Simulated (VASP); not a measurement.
Set up this calculation in VASP 6.6.1, as the native input.

- Task: relaxation of cell and atoms
- Functional: RPBE
- Potentials or basis: VASP PAW PBE potentials, release 64 (Zn)
- Cutoff: 600 eV
- k mesh: 12 × 12 × 12
- Occupations: fermi-dirac, width 0.1 eV
- Spin: no spin polarisation
- Dipole correction: no
- Further INCAR settings: ALGO = Normal; EDIFF = 1e-07; IBRION = 2; EDIFFG = -0.01; NSW = 80; ISIF = 3

The structure of Zn lies in POSCAR:

```
Zn
1.0
    2.5420818099      0.0000000000      0.0000000000
    0.0000000000      2.5420818099      0.0000000000
    0.0000000000      0.0000000000      2.5420818099
Zn
1
Direct
    0.0000000000      0.0000000000      0.0000000000
```

The input as run:

INCAR

```
SYSTEM = Zn
ALGO = Normal
EDIFF = 1E-7
EDIFFG = -0.01
ENCUT = 600
GGA = RP
IBRION = 2
ISIF = 3
ISMEAR = -1
LASPH = .True.
LCHARG = .False.
LREAL = .False.
LWAVE = .False.
NELM = 100
NSW = 80
PREC = Accurate
SIGMA = 0.1
```

KPOINTS

```
k-points
0
Gamma
  12 12 12
  0 0 0
```

Potentials or basis: VASP PAW PBE potentials, release 64 (Zn).

The run is started by

```sh
$ cat potpaw_PBE.64/Zn/POTCAR > POTCAR
$ mpirun -np 1 vasp_std > vasp.out
```

Results of the run:

```json
{
  "Relaxed volume": "19.20 Å³/atom",
  "Relaxed cell": "a = 2.678 Å, b = 2.678 Å, c = 2.678 Å, α = 90.00°, β = 90.00°, γ = 90.00°",
  "Space group after relaxing (to 0.05 Å)": "Pm-3m (No. 221)",
  "Energy gained by relaxing": "69.4 meV/atom",
  "Ionic steps": "4",
  "Pressure after relaxing": "0.0 GPa",
  "Band gap on the k mesh": "zero (band 6 reaches 6.96 eV, above the bottom of band 7 at -0.94 eV)"
}
```

Caveat: the volume moved by over 15 % at a fixed basis, so the end points are rough; the PAW data sets were made with another functional, which shifts forces and pressure a little.

It took 34 s on 1 thread of Intel(R) Xeon(R) Platinum 8375C CPU @ 2.90GHz (Ice Lake), on a shared host, peak memory 0.13 GiB.
